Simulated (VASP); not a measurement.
# Si2W (I4/mmm) in VASP: a series of runs

Si2W is run at these levels: PBE; tasks: single point.

All numbers are computed with VASP 6.6.1; they aren't measurements. Logs are shortened: lines on timing, memory, paths and dates and some standing lists are left out, and cuts for length are marked.

## (1) The cell of the first run

The structure is tetragonal, space group I4/mmm (No. 139). The conventional cell has a = 3.141 Å, b = 3.141 Å, c = 8.315 Å, α = 90.00°, β = 90.00°, γ = 90.00°. Within 3.2 Å of Si (site symmetry 4mm) lie 9 Si at 2.46 to 3.14 Å and 5 W at 2.61 to 2.71 Å. Within 3.4 Å of W (site symmetry 4/mmm) lie 10 Si at 2.61 to 2.71 Å and 4 W at 3.14 Å.

## (2) Single point, PBE

INCAR reads:

```
SYSTEM = Si2W
PREC     = Accurate       ! precision mode
ENCUT    = 520            ! plane-wave cutoff, eV
EDIFF    = 1E-6           ! SCF threshold, eV
ISMEAR   = 0              ! smearing method
SIGMA    = 0.15           ! smearing width, eV
LREAL    = .False.        ! projectors in reciprocal space
LASPH    = .True.         ! aspherical terms in the spheres
NELM     = 60             ! most SCF steps
ALGO     = Normal         ! electronic algorithm
ISIF     = 2              ! what is computed and relaxed
LWAVE    = .False.        ! write WAVECAR
LCHARG   = .False.        ! write CHGCAR
GGA      = PE             ! functional
NBANDS   = 18             ! bands
```

KPOINTS reads:

```
Automatic mesh
0
Gamma
  18 18 18
  0 0 0
```

POSCAR reads:

```
Si2W
1.0
   -1.5705355019      1.5705355019      4.1576786341
    1.5705355019     -1.5705355019      4.1576786341
    1.5705355019      1.5705355019     -4.1576786341
Si W
2 1
Direct
    0.3133835313      0.3133835313      0.0000000000
    0.6866164687      0.6866164687      0.0000000000
    0.0000000000      0.0000000000      0.0000000000
```

Potentials or basis: VASP PAW PBE potentials, release 64 (Si, W_sv).

Run with:

```console
$ cat potpaw_PBE.64/Si/POTCAR potpaw_PBE.64/W_sv/POTCAR > POTCAR
$ mpirun -np 1 vasp_std > vasp.out
```

OUTCAR:

```text
SYSTEM = Si2W
   PREC = Accurate
   ENCUT = 520
   EDIFF = 1E-6
   ISMEAR = 0
   LREAL = .False.
   LASPH = .True.
   NELM = 60
   ISIF = 2
   GGA = PE

 ion  position               nearest neighbor table
   1  0.313  0.313  0.000-   2 2.46   2 2.46   2 2.46   2 2.46   3 2.61   3 2.71   3 2.71   3 2.71
                             3 2.71   2 3.10
   2  0.687  0.687  0.000-   1 2.46   1 2.46   1 2.46   1 2.46   3 2.61   3 2.71   3 2.71   3 2.71
                             3 2.71   1 3.10
   3  0.000  0.000  0.000-   1 2.61   2 2.61   2 2.71   1 2.71   2 2.71   2 2.71   2 2.71   1 2.71
                             1 2.71   1 2.71

  LATTYP: Found a body centered tetragonal cell.
 ALAT       =     3.1410710038
 C/A-ratio  =     2.6472999999

  Lattice vectors:

 A1 = (  -1.5705355019,   1.5705355019,   4.1576786341)
 A2 = (   1.5705355019,  -1.5705355019,   4.1576786341)
 A3 = (   1.5705355019,   1.5705355019,  -4.1576786341)

Analysis of symmetry for initial positions (statically):
=====================================================================
 Subroutine PRICEL returns:
 Original cell was already a primitive cell.

 Routine SETGRP: Setting up the symmetry group for a
 body centered tetragonal supercell.

 Subroutine GETGRP returns: Found 16 space group operations
 (whereof 16 operations were pure point group operations)
 out of a pool of 16 trial point group operations.

The static configuration has the point symmetry D_4h.

Analysis of symmetry for dynamics (positions and initial velocities):
=====================================================================
 Subroutine PRICEL returns:
 Original cell was already a primitive cell.

 Routine SETGRP: Setting up the symmetry group for a
 body centered tetragonal supercell.

 Subroutine GETGRP returns: Found 16 space group operations
 (whereof 16 operations were pure point group operations)
 out of a pool of 16 trial point group operations.

The dynamic configuration has the point symmetry D_4h.

 Subroutine INISYM returns: Found 16 space group operations
 (whereof 16 operations are pure point group operations),
 and found     1 'primitive' translations

----------------------------------------------------------------------------------------

                                     Primitive cell

  volume of cell :      41.0210
[... 88 lines left out ...]
   LASPH  =      T    aspherical Exc in radial PAW
   ENCUT  =  520.0 eV  38.22 Ry    6.18 a.u.   8.76  8.76  8.76*2*pi/ulx,y,z
   NELM   =     60;   NELMIN=  2; NELMDL= -5     # of ELM steps
   EDIFF  = 0.1E-05   stopping-criterion for ELM
   LREAL  =      F    real-space projection
   EDIFFG = 0.1E-04   stopping-criterion for IOM
   NSW    =      0    number of steps for IOM
   IBRION =     -1    ionic relax: 0-MD 1-quasi-New 2-CG
   NFREE  =      0    steps in history (QN), initial steepest desc. (CG)
   ISIF   =      2    stress and relaxation
   ISYM   =      2    0-nonsym 1-usesym 2-fastsym
   POTIM  = 0.5000    time-step for ionic-motion
   TEBEG  =    0.0;   TEEND  =   0.0 temperature during run
   PSTRESS=    0.0 pullay stress
   NELECT =      22.0000    total number of electrons
   NUPDOWN=      -1.0000    fix difference up-down
   EMIN   =  10.00;   EMAX   =-10.00  energy-range for DOS
   EFERMI =   0.00;   METHOD = LEGACY
   ISMEAR =     0;   SIGMA  =   0.15  broadening in eV -4-tet -1-fermi 0-gaus
   EFERMI_NEDOS =   21; number of points for ismear=-14 and -15
   IALGO  =     38    algorithm
   IMIX   =      4    mixing-type and parameters
     AMIX     =   0.40;   BMIX     =  1.00
     AMIX_MAG =   1.60;   BMIX_MAG =  1.00
  volume/ion in A,a.u.               =      13.67        92.27
  Fermi-wavevector in a.u.,A,eV,Ry     =   1.330088  2.513501 24.070517  1.769133
  Thomas-Fermi vector in A             =   2.459201
   LORBIT       =      0    0 simple, 1 ext, 2 COOP (PROOUT), +10 PAW based schemes
   GGA     = PE    functional components
   LHFCALC =     F    Hartree Fock is set to
   AEXX    =    0.0000 exact exchange contribution
   IVDW    =     0    specifies the selected vdW correction
   LEPSILON=     F    determine dielectric tensor
   LRPA    =     F    only Hartree local field effects (RPA)
 non-spin polarized calculation
 Gauss-broadening in eV      SIGMA  =   0.15
  energy-cutoff  :      520.00
  volume of cell :       41.02
 maximum number of plane-waves:      1126
   NGX = 17   NGY = 17   NGZ = 17

 number of electron      22.0000000 magnetization

 Free energy of the ion-electron system (eV)
  ---------------------------------------------------
  ext. energy  EPLUGINS =         0.00000000
  ---------------------------------------------------
  free energy    TOTEN  =       -24.16686512 eV

  energy without entropy =      -24.15599485  energy(sigma->0) =      -24.16142999

 E-fermi :  11.7933     XC(G=0): -12.4692

 val. band max:       11.7913604118   @ k =   0.3889   0.3333   0.0000
 cond. band min:      11.8007442544   @ k =  -0.3889  -0.4444   0.3889
 fundamental gap:      0.0093838426
 Fermi energy:        11.7933277889

 k-point     1 :       0.0000    0.0000    0.0000
  band No.  band energies     occupation
      1     -62.2365      2.00000
      2     -26.5852      2.00000
      3     -26.3336      2.00000
      4     -26.3336      2.00000
      5      -2.5799      2.00000
      6       5.4415      2.00000
[... 481 lines left out ...]
      5      -1.6922      2.00000
      6       5.2672      2.00000
[... 10 lines left out ...]
     17      18.8051      0.00000
     18      19.5122      0.00000

 [... further k-points ...]

------------------------ aborting loop because EDIFF is reached ----------------------------------------

  FORCE on cell =-STRESS in cart. coord.  units (eV):
  Direction    XX          YY          ZZ          XY          YZ          ZX
  --------------------------------------------------------------------------------------
  -------------------------------------------------------------------------------------
  Total        2.2986413      2.2986413     -4.5958725      0.0000000      0.0000000     -0.0000000
  in kB       89.7791227     89.7791227   -179.5031730      0.0000000      0.0000000     -0.0000000
  external PRESSURE =       0.0183575 kB  Pullay stress =       0.0000000 kB

 VOLUME and BASIS-vectors are now :
 -----------------------------------------------------------------------------
  energy-cutoff  :      520.00
  volume of cell :       41.02
      direct lattice vectors                 reciprocal lattice vectors
    -1.570535502  1.570535502  4.157678634     0.000000000  0.318362749  0.120259415
     1.570535502 -1.570535502  4.157678634     0.318362749  0.000000000  0.120259415
     1.570535502  1.570535502 -4.157678634     0.318362749  0.318362749  0.000000000

 POSITION                                       TOTAL-FORCE (eV/Angst)
 -----------------------------------------------------------------------------------
      0.00000      0.00000      2.60590        -0.000000     -0.000000      2.371201
      0.00000      0.00000      5.70946         0.000000      0.000000     -2.371201
      0.00000      0.00000      0.00000        -0.000000     -0.000000      0.000000
 -----------------------------------------------------------------------------------
    total drift:                                0.000000      0.000000     -0.000000

  FREE ENERGIE OF THE ION-ELECTRON SYSTEM (eV)
  ---------------------------------------------------
  free  energy   TOTEN  =       -24.1668651203 eV

  energy  without entropy=      -24.1559948525  energy(sigma->0) =      -24.16142999
```

stdout:

```text
POSCAR found type information on POSCAR SiW
 POSCAR found :  2 types and       3 ions
 scaLAPACK will be used
 LDA part: xc-table for (Slater+PW92), standard interpolation
 POSCAR, INCAR and KPOINTS ok, starting setup
 FFT: planning ... GRIDC
 FFT: planning ... GRID_SOFT
 FFT: planning ... GRID
 WAVECAR not read
 entering main loop
```

Run time: 2.8 min. Hardware: 1 thread of Intel Xeon 6975P-C (Granite Rapids), shared host; peak memory 0.47 GiB.

What came out:

```yaml
Free_energy: -24.1669 eV
Pressure: 0.0 GPa
Largest_force: 2.371 eV/Å
Band_gap_on_the_k_mesh: zero (bands 11 and 12 overlap by 2.25 eV)
```

Forces in eV/Å, atoms in the order of the input:
```
Si   0.000  0.000  2.371
Si   0.000  0.000 -2.371
W    0.000  0.000  0.000
```

Stress tensor (GPa, compression positive):
```
  8.98   0.00   0.00
  0.00   8.98   0.00
  0.00   0.00 -17.95
```

Caveat: the cell differs from its parent crystal (atoms shifted along a free coordinate, c/a of the conventional cell at fixed volume 2.6473); the stress differs along the axes, from -18 to 9 GPa; spin-orbit coupling is left out, which moves the levels of the heavy elements; forces of over 1 eV/Å act on the atoms, so gaps and moduli don't describe the material at rest.

## (3) Single point, PBE (13.67 Å³/atom, c/a of the conventional cell at fixed volume 2.2251)

INCAR reads:

```
SYSTEM = Si2W
PREC     = Accurate       ! precision mode
ENCUT    = 520            ! plane-wave cutoff, eV
EDIFF    = 1E-7           ! SCF threshold, eV
ISMEAR   = 0              ! smearing method
SIGMA    = 0.15           ! smearing width, eV
LREAL    = .FALSE.        ! projectors in reciprocal space
LASPH    = .TRUE.         ! aspherical terms in the spheres
NELM     = 80             ! most SCF steps
ALGO     = Normal         ! electronic algorithm
ISIF     = 2              ! what is computed and relaxed
LWAVE    = .FALSE.        ! write WAVECAR
LCHARG   = .TRUE.         ! write CHGCAR
GGA      = PE             ! functional
LELF     = .TRUE.         ! ELF
LVHAR    = .TRUE.       
NBANDS   = 18             ! bands
```

KPOINTS reads:

```
regular mesh
0
G
  18 18 18
  0 0 0
```

POSCAR reads:

```
Si2W
1.0
   -1.6641748970      1.6641748970      3.7029555634
    1.6641748970     -1.6641748970      3.7029555634
    1.6641748970      1.6641748970     -3.7029555634
Si W
2 1
Direct
    0.3345726944      0.3345726944      0.0000000000
    0.6654273056      0.6654273056      0.0000000000
    0.0000000000      0.0000000000      0.0000000000
```

Potentials or basis: VASP PAW PBE potentials, release 64 (Si, W_sv).

Run with:

```console
$ cat potpaw_PBE.64/Si/POTCAR potpaw_PBE.64/W_sv/POTCAR > POTCAR
$ mpirun -np 1 vasp_std > vasp.out
```

Wall time 3.1 min (1 thread of Intel Xeon 6975P-C (Granite Rapids), shared host); peak memory 0.47 GiB.

The run converged. Its results:

* Free energy: -24.5030 eV
* Pressure: 4.1 GPa
* Largest force: 0.081 eV/Å
* Band gap on the k mesh: zero (bands 11 and 12 overlap by 0.68 eV)

Forces on the atoms (eV/Å):
```
Si   0.000  0.000  0.081
Si   0.000  0.000 -0.081
W    0.000  0.000  0.000
```

Stress tensor (GPa, compression positive):
```
-9.95  0.00  0.00
 0.00 -9.95  0.00
 0.00  0.00 32.33
```

Levels at points of the mesh, in eV from the Fermi level:
| k point | band 9 | band 10 | band 11 | band 12 | band 13 | band 14 |
| --- | --- | --- | --- | --- | --- | --- |
| (0.00, 0.00, 0.00) | -2.89 | -2.38 | 0.29 | 2.44 | 2.57 | 2.57 |
| (0.50, 0.00, 0.00) | -3.01 | -2.37 | -0.48 | 2.31 | 2.47 | 4.49 |
| (0.50, 0.50, 0.00) | -4.93 | -2.38 | -1.69 | 2.63 | 2.69 | 3.90 |
| (0.50, 0.50, 0.50) | -1.25 | -1.25 | -0.19 | -0.19 | 0.57 | 5.31 |

Caveat: the cell differs from its parent crystal (c/a of the conventional cell at fixed volume 2.2251); the stress differs along the axes, from -10 to 32 GPa; spin-orbit coupling is left out, which moves the levels of the heavy elements.

## (4) Single point, PBE

This run uses another cell than the first one, of the same volume but with other edges.

INCAR reads:

```
SYSTEM = Si2W
PREC     = Accurate       ! precision mode
ENCUT    = 520            ! plane-wave cutoff, eV
EDIFF    = 1E-6           ! SCF threshold, eV
ISMEAR   = 0              ! smearing method
SIGMA    = 0.15           ! smearing width, eV
LREAL    = .False.        ! projectors in reciprocal space
LASPH    = .True.         ! aspherical terms in the spheres
NELM     = 80             ! most SCF steps
ALGO     = Normal         ! electronic algorithm
ISIF     = 2              ! what is computed and relaxed
LWAVE    = .False.        ! write WAVECAR
LCHARG   = .False.        ! write CHGCAR
GGA      = PE             ! functional
NBANDS   = 18             ! bands
```

KPOINTS reads:

```
regular mesh
0
Gamma
  18 18 18
  0 0 0
```

POSCAR reads:

```
Si2W
1.0
   -1.6146459823      1.6146459823      3.9336145459
    1.6146459823     -1.6146459823      3.9336145459
    1.6146459823      1.6146459823     -3.9336145459
Si W
2 1
Direct
    0.3557618575      0.3557618575      0.0000000000
    0.6442381425      0.6442381425      0.0000000000
    0.0000000000      0.0000000000      0.0000000000
```

Run with:

```console
$ cat potpaw_PBE.64/Si/POTCAR potpaw_PBE.64/W_sv/POTCAR > POTCAR
$ mpirun -np 1 vasp_std > vasp.out
```

Wall time 3.5 min (1 thread of Intel Xeon 6975P-C (Granite Rapids), shared host); peak memory 0.46 GiB.

The run converged. Its results:

```
Free energy            : -24.1751 eV
Pressure               : 9.4 GPa
Largest force          : 4.235 eV/Å
Band gap on the k mesh : zero (bands 11 and 12 overlap by 0.64 eV)
```

Forces on the atoms (eV/Å):
```
Si   0.000  0.000 -4.235
Si   0.000  0.000  4.235
W    0.000  0.000  0.000
```

Stress tensor (GPa, compression positive):
```
 5.93  0.00  0.00
 0.00  5.93  0.00
 0.00  0.00 16.30
```

Levels at points of the mesh, in eV from the Fermi level:
| k point | band 9 | band 10 | band 11 | band 12 | band 13 | band 14 |
| --- | --- | --- | --- | --- | --- | --- |
| (0.00, 0.00, 0.00) | -2.22 | -2.22 | 0.13 | 1.90 | 1.90 | 3.78 |
| (0.50, 0.00, 0.00) | -3.52 | -2.22 | -0.20 | 2.47 | 3.15 | 3.76 |
| (0.50, 0.50, 0.00) | -4.10 | -3.22 | -2.58 | 2.83 | 2.88 | 3.90 |
| (0.50, 0.50, 0.50) | -0.44 | -0.44 | -0.39 | -0.39 | 0.26 | 4.20 |

Caveat: the cell differs from its parent crystal (atoms shifted along a free coordinate, c/a of the conventional cell at fixed volume 2.4362); the stress differs along the axes, from 6 to 16 GPa; spin-orbit coupling is left out, which moves the levels of the heavy elements; forces of over 1 eV/Å act on the atoms, so gaps and moduli don't describe the material at rest.

(Part 1 of 2 ends here.)

The gap in the log of VASP goes by the Fermi energy; the results here count the filled bands.